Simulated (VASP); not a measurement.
# WS2 in VASP: single point with PBE+D3(BJ)

Aim: the single point of WS2 with PBE+D3(BJ).

Program: VASP 6.6.1. These are calculated values, not measurements. Logs are shortened: lines on timing, memory, paths and dates and some standing lists are left out, and cuts for length are marked.

## 1. The cell of the first run

The cell holds a slab with vacuum, 6 atoms: a = 3.183 Å, b = 3.183 Å, c = 29.618 Å, α = 90.00°, β = 90.00°, γ = 120.00°.

## 2. Single point, PBE+D3(BJ)

INCAR reads:

```
SYSTEM = WS2
PREC = Accurate
ENCUT = 520
EDIFF = 1E-7
ISMEAR = 0
SIGMA = 0.05
LREAL = .FALSE.
LASPH = .TRUE.
NELM = 100
ALGO = Normal
ISIF = 2
LWAVE = .FALSE.
LCHARG = .FALSE.
LDIPOL = .TRUE.
IDIPOL = 3
DIPOL = 0.5 0.5 0.500
GGA = PE
IVDW = 12
NBANDS = 35
```

KPOINTS reads:

```
regular mesh
0
G
  9 9 1
  0 0 0
```

POSCAR reads:

```
WS2
1.0
    3.1832085609      0.0000000000      0.0000000000
   -1.5916042804      2.7567394793      0.0000000000
    0.0000000000      0.0000000000     29.6182228398
S W
4 2
Direct
    0.3333333333      0.6666666667      0.3447373184
    0.3333333333      0.6666666667      0.4504886380
    0.6666666667      0.3333333333      0.5495113590
    0.6666666667      0.3333333333      0.6552626819
    0.6666666667      0.3333333333      0.3976426127
    0.3333333333      0.6666666667      0.6023573900
```

Potentials or basis: VASP PAW PBE potentials, release 64 (S, W_sv).

Started as:

```console
$ cat potpaw_PBE.64/S/POTCAR potpaw_PBE.64/W_sv/POTCAR > POTCAR
$ mpirun -np 1 vasp_std > vasp.out
```

OUTCAR:

```text
SYSTEM = WS2
   PREC = Accurate
   ENCUT = 520
   EDIFF = 1E-7
   ISMEAR = 0
   LREAL = .FALSE.
   LASPH = .TRUE.
   NELM = 100
   ISIF = 2
   GGA = PE
   IVDW = 12
 IVDW          = 12

 ion  position               nearest neighbor table
   1  0.333  0.667  0.345-   5 2.42   5 2.42   5 2.42
   2  0.333  0.667  0.450-   5 2.41   5 2.41   5 2.41
   3  0.667  0.333  0.550-   6 2.41   6 2.41   6 2.41
   4  0.667  0.333  0.655-   6 2.42   6 2.42   6 2.42
   5  0.667  0.333  0.398-   2 2.41   2 2.41   2 2.41   1 2.42   1 2.42   1 2.42
   6  0.333  0.667  0.602-   3 2.41   3 2.41   3 2.41   4 2.42   4 2.42   4 2.42

  LATTYP: Found a hexagonal cell.
 ALAT       =     3.1832085609
 C/A-ratio  =     9.3045184672

  Lattice vectors:

 A1 = (   3.1832085609,   0.0000000000,   0.0000000000)
 A2 = (  -1.5916042804,   2.7567394793,   0.0000000000)
 A3 = (   0.0000000000,   0.0000000000,  29.6182228398)

Analysis of symmetry for initial positions (statically):
=====================================================================
 Subroutine PRICEL returns:
 Original cell was already a primitive cell.

 Routine SETGRP: Setting up the symmetry group for a
 hexagonal supercell.

 Subroutine GETGRP returns: Found 12 space group operations
 (whereof 12 operations were pure point group operations)
 out of a pool of 24 trial point group operations.

The static configuration has the point symmetry D_3d.

Analysis of symmetry for dynamics (positions and initial velocities):
=====================================================================
 Subroutine PRICEL returns:
 Original cell was already a primitive cell.

 Routine SETGRP: Setting up the symmetry group for a
 hexagonal supercell.

 Subroutine GETGRP returns: Found 12 space group operations
 (whereof 12 operations were pure point group operations)
 out of a pool of 24 trial point group operations.

The dynamic configuration has the point symmetry D_3d.

 Subroutine INISYM returns: Found 12 space group operations
 (whereof 12 operations are pure point group operations),
 and found     1 'primitive' translations

----------------------------------------------------------------------------------------

                                     Primitive cell

  volume of cell :     259.9081

  direct lattice vectors                    reciprocal lattice vectors
     3.183208561  0.000000000  0.000000000     0.314148439  0.181373686  0.000000000
    -1.591604280  2.756739479  0.000000000     0.000000000  0.362747371  0.000000000
     0.000000000  0.000000000 29.618222840     0.000000000  0.000000000  0.033762998

  length of vectors
     3.183208561  3.183208561 29.618222840     0.362747371  0.362747371  0.033762998

  position of ions in fractional coordinates (direct lattice)
     0.333333333  0.666666667  0.344737318
     0.333333333  0.666666667  0.450488638
     0.666666667  0.333333333  0.549511359
     0.666666667  0.333333333  0.655262682
     0.666666667  0.333333333  0.397642613
     0.333333333  0.666666667  0.602357390

  ion indices of the primitive-cell ions
   primitive index   ion index
                 1           1
                 2           2
                 3           3
                 4           4
                 5           5
                 6           6

----------------------------------------------------------------------------------------

 KPOINTS: regular mesh

Automatic generation of k-mesh.
 Grid dimensions read from file:
 generate k-points for:    9    9    1

 Generating k-lattice:

  Cartesian coordinates                     Fractional coordinates (reciprocal lattice)
     0.034905382  0.020152632  0.000000000     0.111111111  0.000000000  0.000000000
     0.000000000  0.040305263  0.000000000     0.000000000  0.111111111  0.000000000
     0.000000000  0.000000000  0.033762998     0.000000000  0.000000000  1.000000000

  Length of vectors
     0.040305263  0.040305263  0.033762998

  Shift w.r.t. Gamma in fractional coordinates (k-lattice)
     0.000000000  0.000000000  0.000000000

 Subroutine IBZKPT returns following result:
 ===========================================

 Found     12 irreducible k-points:

 Following reciprocal coordinates:
            Coordinates               Weight
  0.000000  0.000000  0.000000      1.000000
  0.111111 -0.000000  0.000000      6.000000
  0.222222 -0.000000  0.000000      6.000000
  0.333333  0.000000  0.000000      6.000000
  0.444444 -0.000000  0.000000      6.000000
  0.111111  0.111111  0.000000      6.000000
  0.222222  0.111111  0.000000     12.000000
  0.333333  0.111111  0.000000     12.000000
  0.444444  0.111111  0.000000      6.000000
  0.222222  0.222222  0.000000      6.000000
  0.333333  0.222222  0.000000     12.000000
  0.333333  0.333333  0.000000      2.000000
   k-points           NKPTS =     12   k-points in BZ     NKDIM =     12   number of bands    NBANDS=     35
   number of dos      NEDOS =    301   number of ions     NIONS =      6
   total plane-waves  NPLWV = 129024
   dimension x,y,z NGX =    24 NGY =   24 NGZ =  224
   dimension x,y,z NGXF=    48 NGYF=   48 NGZF=  448
   ions per type =               4   2
   NGX,Y,Z   is equivalent  to a cutoff of  12.53, 12.53, 12.57 a.u.
   NGXF,Y,Z  is equivalent  to a cutoff of  25.07, 25.07, 25.15 a.u.
 SYSTEM =  WS2
   PREC   = accura    normal or accurate (medium, high low for compatibility)
   ISTART =      0    job   : 0-new  1-cont  2-samecut
   ICHARG =      2    charge: 1-file 2-atom 10-const
   ISPIN  =      1    spin polarized calculation?
   LNONCOLLINEAR =      F non collinear calculations
   LSORBIT =      F    spin-orbit coupling
   LASPH  =      T    aspherical Exc in radial PAW
   ENCUT  =  520.0 eV  38.22 Ry    6.18 a.u.   5.92  5.92 55.07*2*pi/ulx,y,z
   NELM   =    100;   NELMIN=  2; NELMDL= -5     # of ELM steps
   EDIFF  = 0.1E-06   stopping-criterion for ELM
   LREAL  =      F    real-space projection
   EDIFFG = 0.1E-05   stopping-criterion for IOM
   NSW    =      0    number of steps for IOM
   IBRION =     -1    ionic relax: 0-MD 1-quasi-New 2-CG
   NFREE  =      0    steps in history (QN), initial steepest desc. (CG)
   ISIF   =      2    stress and relaxation
   ISYM   =      2    0-nonsym 1-usesym 2-fastsym
   POTIM  = 0.5000    time-step for ionic-motion
   TEBEG  =    0.0;   TEEND  =   0.0 temperature during run
   PSTRESS=    0.0 pullay stress
   NELECT =      52.0000    total number of electrons
   NUPDOWN=      -1.0000    fix difference up-down
   EMIN   =  10.00;   EMAX   =-10.00  energy-range for DOS
   EFERMI =   0.00;   METHOD = LEGACY
   ISMEAR =     0;   SIGMA  =   0.05  broadening in eV -4-tet -1-fermi 0-gaus
   EFERMI_NEDOS =   21; number of points for ismear=-14 and -15
   IALGO  =     38    algorithm
   IMIX   =      4    mixing-type and parameters
     AMIX     =   0.40;   BMIX     =  1.00
     AMIX_MAG =   1.60;   BMIX_MAG =  1.00
  volume/ion in A,a.u.               =      43.32       292.32
  Fermi-wavevector in a.u.,A,eV,Ry     =   0.957494  1.809401 12.473747  0.916795
  Thomas-Fermi vector in A             =   2.086517
   LORBIT       =      0    0 simple, 1 ext, 2 COOP (PROOUT), +10 PAW based schemes
   GGA     = PE    functional components
   LHFCALC =     F    Hartree Fock is set to
   AEXX    =    0.0000 exact exchange contribution
   IVDW    =    12    specifies the selected vdW correction
   LEPSILON=     F    determine dielectric tensor
   LRPA    =     F    only Hartree local field effects (RPA)
 non-spin polarized calculation
 Gauss-broadening in eV      SIGMA  =   0.05
  energy-cutoff  :      520.00
  volume of cell :      259.91
 maximum number of plane-waves:      7032
 NGX is ok and might be reduce to    24
   NGX = 11   NGY = 11   NGZ =111

 dipolmoment           0.000000      0.000000      0.000000 electrons x Angstroem

 number of electron      52.0000000 magnetization

 dipolmoment           0.000000      0.000000     -0.000000 electrons x Angstroem

 Free energy of the ion-electron system (eV)
  ---------------------------------------------------
  ext. energy  EPLUGINS =         0.00000000
  ---------------------------------------------------
  free energy    TOTEN  =       -47.28075225 eV

  energy without entropy =      -47.28075225  energy(sigma->0) =      -47.28075225

 E-fermi :   0.2243     XC(G=0):  -4.8577

 val. band max:       -0.0661387148   @ k =   0.0000   0.0000   0.0000
 cond. band min:       1.2559630129   @ k =   0.3333   0.3333   0.0000
 fundamental gap:      1.3221017277
 Fermi energy:         0.2242841939

 k-point     1 :       0.0000    0.0000    0.0000
  band No.  band energies     occupation
      1     -74.5813      2.00000
      2     -74.5813      2.00000
      3     -38.8161      2.00000
      4     -38.8160      2.00000
      5     -38.6692      2.00000
      6     -38.6692      2.00000
[... 27 lines left out ...]
     34       2.5353      0.00000
     35       4.5029      0.00000

 k-point     2 :       0.1111   -0.0000    0.0000
  band No.  band energies     occupation
      1     -74.5794      2.00000
      2     -74.5794      2.00000
      3     -38.8090      2.00000
      4     -38.8089      2.00000
      5     -38.7088      2.00000
      6     -38.7088      2.00000
[... 27 lines left out ...]
     34       2.7024      0.00000
     35       4.9344      0.00000

 k-point     3 :       0.2222   -0.0000    0.0000
  band No.  band energies     occupation
      1     -74.5745      2.00000
      2     -74.5744      2.00000
      3     -38.8078      2.00000
      4     -38.8078      2.00000
      5     -38.7909      2.00000
      6     -38.7909      2.00000
[... 27 lines left out ...]
     34       3.4352      0.00000
     35       5.6388      0.00000
[... 267 lines left out ...]
 k-point    11 :       0.3333    0.2222    0.0000
  band No.  band energies     occupation
      1     -74.5636      2.00000
      2     -74.5636      2.00000
      3     -38.9503      2.00000
      4     -38.9503      2.00000
      5     -38.8252      2.00000
      6     -38.8252      2.00000
[... 27 lines left out ...]
     34       4.7563      0.00000
     35       5.7250      0.00000

 k-point    12 :       0.3333    0.3333    0.0000
  band No.  band energies     occupation
      1     -74.5626      2.00000
      2     -74.5626      2.00000
      3     -38.9163      2.00000
      4     -38.9163      2.00000
      5     -38.8834      2.00000
      6     -38.8834      2.00000
[... 27 lines left out ...]
     34       4.9217      0.00000
     35       6.1189      0.00000

------------------------ aborting loop because EDIFF is reached ----------------------------------------

 vacuum level on the upper side and lower side of the slab       (xc-potential included)        -0.101        -0.101

 Edisp (eV)   -2.18551

 E8    (eV) :    -0.9501

  FORCE on cell =-STRESS in cart. coord.  units (eV):
  Direction    XX          YY          ZZ          XY          YZ          ZX
  --------------------------------------------------------------------------------------
  -------------------------------------------------------------------------------------
  Total      -1.63596    -1.63596    -0.00741    -0.00000     0.00000     0.00000
  in kB     -10.08470   -10.08470    -0.04570    -0.00000     0.00000     0.00000
  external pressure =       -6.74 kB  Pullay stress =        0.00 kB

 VOLUME and BASIS-vectors are now :
 -----------------------------------------------------------------------------
  energy-cutoff  :      520.00
  volume of cell :      259.91
      direct lattice vectors                 reciprocal lattice vectors
     3.183208561  0.000000000  0.000000000     0.314148439  0.181373686  0.000000000
    -1.591604280  2.756739479  0.000000000     0.000000000  0.362747371  0.000000000
     0.000000000  0.000000000 29.618222840     0.000000000  0.000000000  0.033762998

 POSITION                                       TOTAL-FORCE (eV/Angst)
 -----------------------------------------------------------------------------------
     -0.00000      1.83783     10.21051        -0.000000     -0.000000     -0.007307
     -0.00000      1.83783     13.34267        -0.000000      0.000000      0.001680
      1.59160      0.91891     16.27555        -0.000000     -0.000000     -0.001680
      1.59160      0.91891     19.40772        -0.000000      0.000000      0.007307
      1.59160      0.91891     11.77747         0.000000      0.000000      0.001447
     -0.00000      1.83783     17.84076        -0.000000     -0.000000     -0.001447
 -----------------------------------------------------------------------------------
    total drift:                                0.000000     -0.000000     -0.000107

  FREE ENERGIE OF THE ION-ELECTRON SYSTEM (eV)
  ---------------------------------------------------
  free  energy   TOTEN  =       -49.4662634471 eV

  energy  without entropy=      -49.4662634471  energy(sigma->0) =      -49.46626345

 vacuum level on the upper side and lower side of the slab         5.062         5.062
```

Wall time 2.6 min (1 thread of Intel Xeon 6975P-C (Granite Rapids), shared host); peak memory 0.39 GiB.

What came out:

```yaml
Free_energy: -49.4663 eV
Largest_force: 0.007 eV/Å
Band_gap_on_the_k_mesh: 1.32 eV, indirect (least direct gap 1.77 eV)
Dispersion_energy_per_atom: -0.364 eV
```

Forces on the atoms (eV/Å):
```
S    0.000  0.000 -0.007
S    0.000  0.000  0.002
S    0.000  0.000 -0.002
S    0.000  0.000  0.007
W    0.000  0.000  0.001
W    0.000  0.000 -0.001
```

Caveat: spin-orbit coupling is left out, which moves the levels of the heavy elements.
